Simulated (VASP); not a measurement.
Runs of VASP 6.6.1 on C. The structure is that of space group Fd-3m (No. 227), or close to it. The cells are those of the table. 

```tsv
cell	gap on the mesh (eV)	pressure (GPa)
a = 2.572 Å, angles 60.0°, 2 atoms	(a)	-20.7
a = 2.547 Å, angles 60.0°, 2 atoms	4.07	(b)
a = 2.497 Å, angles 60.0°, 2 atoms	4.20	16.7
a = 2.471 Å, angles 60.0°, 2 atoms	(c)	33.2
a = 2.522 Å, angles 60.0°, 2 atoms	4.13	2.5
```

Alike in all rows: task single point; level PBE; potentials or basis VASP PAW PBE potentials, release 64 (C); no spin polarisation; k mesh 8 × 8 × 8; cutoff (eV) 520; smearing gaussian 0.01 eV.

Question: Fill in the values left out.

Answer: (a) 4.01; (b) -10.0; (c) 4.27.

A k mesh can miss the band edges.
